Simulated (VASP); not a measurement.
Write the native input for VASP 6.6.1 that does the following.

| Quantity | Value |
| --- | --- |
| Task | single point |
| Functional | r2SCAN |
| Potentials or basis | VASP PAW PBE potentials, release 64 (Zr_sv, B) |
| Cutoff | 520 eV |
| k mesh | 10 × 10 × 10 |
| Occupations | gaussian, width 0.025 eV |
| Spin | collinear spin |
| Starting moments | [0.5, 0.0] μB |
| Dipole correction | no |
| Further INCAR settings | ALGO = Normal; EDIFF = 1e-07; NBANDS = 18 |

Crystal: ZrB.

```
Zr B
1.0
     0.00000    2.37060    2.37060
     2.37060    0.00000    2.37060
     2.37060    2.37060    0.00000
Zr B
1 1
Direct
  0.00000 0.00000 0.00000
  0.50000 0.50000 0.50000
```

The input as run:

POSCAR

```
ZrB
1.0
    0.0000000000      2.3705998121      2.3705998121
    2.3705998121      0.0000000000      2.3705998121
    2.3705998121      2.3705998121      0.0000000000
Zr B
1 1
Direct
    0.0000000000      0.0000000000      0.0000000000
    0.5000000000      0.5000000000      0.5000000000
```

INCAR.step1

```
SYSTEM = ZrB
PREC = Accurate
ENCUT = 520
ISMEAR = 0
SIGMA = 0.025
LREAL = .FALSE.
LASPH = .TRUE.
NELM = 150
ISPIN = 2
MAGMOM = 0.5 0
LMAXMIX = 4
NBANDS = 18
GGA = PE
ALGO = Normal
EDIFF = 1E-4
LWAVE = .TRUE.
LCHARG = .FALSE.
```

INCAR.step2

```
SYSTEM = ZrB
PREC = Accurate
ENCUT = 520
EDIFF = 1E-7
ISMEAR = 0
SIGMA = 0.025
LREAL = .FALSE.
LASPH = .TRUE.
NELM = 150
ALGO = Normal
ISIF = 2
LWAVE = .FALSE.
LCHARG = .FALSE.
ISPIN = 2
MAGMOM = 0.5 0
LORBIT = 11
LMAXMIX = 4
METAGGA = R2SCAN
LMIXTAU = .TRUE.
NBANDS = 18
ISTART = 1
```

KPOINTS

```
Automatic mesh
0
G
  10 10 10
  0 0 0
```

Potentials or basis: VASP PAW PBE potentials, release 64 (Zr_sv, B).

Run with:

```sh
$ cat potpaw_PBE.64/Zr_sv/POTCAR potpaw_PBE.64/B/POTCAR > POTCAR
$ cp INCAR.step1 INCAR
$ mpirun -np 1 vasp_std > vasp.out
$ cp INCAR.step2 INCAR
$ mpirun -np 1 vasp_std > vasp.out
```

Results of the run:

```json
{
  "Pressure": "21.2 GPa",
  "Net moment": "0.00 μB per cell",
  "Valence electrons inside the program's atomic spheres": "Zr 9.96; B 1.89"
}
```

Caveat: the cell stands under pressure; the PAW data sets were made with another functional, which shifts forces and pressure a little.

Run time: 6 min on 1 thread of Intel Xeon 8259CL, on a shared host, peak memory 0.21 GiB.
